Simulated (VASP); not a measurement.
Li2B:

```
Li B
1.0
     2.18602   -1.46379    0.00000
     2.18602    1.46379    0.00000
    -0.53527    0.00000    4.36901
Li B
2 1
Direct
  0.23364 0.23364 0.26256
  0.76636 0.76636 0.73744
  0.50000 0.50000 0.00000
```

The cell was built from a structure type or drawn by symmetry, and may not be a known phase.

| Item | Value |
| --- | --- |
| Program | VASP 6.6.1 |
| Task | relaxation of cell and atoms |
| Functional | PBE |
| Potentials or basis | VASP PAW PBE potentials, release 64 (Li_sv, B_h) |
| Cutoff | 910 eV |
| k mesh | 8 × 8 × 4 |
| Occupations | gaussian, width 0.1 eV |
| Spin | no spin polarisation |

At the start: pressure 29.1 GPa; volume 9.32 Å³/atom.

Question: How do energy, volume and symmetry change on relaxing?

Answer: Over 23 steps the energy falls by 798.3 meV/atom and the volume is 10.66 Å³/atom (+14.4 %); space group C2/m (No. 12, to 0.1 Å) before, I4/mmm (No. 139, to 0.1 Å).

The path:
```csv
step,energy change (eV),largest force (eV/Å),pressure (GPa),volume (Å³)
1,0.0000,3.2918,29.07,27.96
2,-1.3265,0.1003,2.58,35.12
3,-1.3266,0.1012,2.53,35.15
4,-1.4016,0.1151,0.62,36.31
5,-1.5106,0.4690,-3.89,39.70
6,-1.5777,0.4778,-4.17,39.48
7,-1.8052,0.6289,-5.25,38.53
8,-2.1649,0.4397,-4.57,35.15
9,-2.1635,0.6978,-5.49,36.04
10,-2.2951,0.1749,-1.77,32.66
11,-2.2952,0.1444,-1.47,32.50
12,-2.3571,0.0727,0.88,31.26
13,-2.3589,0.0716,1.48,30.99
14,-2.3675,0.1361,0.35,31.62
15,-2.3692,0.1762,-0.39,32.09
16,-2.3746,0.1375,-0.40,32.22
17,-2.3821,0.0595,-0.37,32.55
18,-2.3868,0.0800,-0.07,32.42
19,-2.3869,0.0869,0.00,32.39
20,-2.3899,0.0790,-0.03,32.31
21,-2.3937,0.0565,-0.07,32.06
22,-2.3932,0.0607,-0.13,31.90
23,-2.3950,0.0156,-0.11,31.98
```

Final structure:
```
Li B
1.0
     1.70583   -1.72262   -0.27012
     1.70583    1.72262   -0.27012
    -0.79286    0.00000    5.56776
Li B
2 1
Direct
  0.12749 0.12749 0.26516
  0.87251 0.87251 0.73484
  0.50000 0.50000 0.00000
```

Caveat: a cell axis changed by over 15 % at a fixed basis, so the end point is rough.
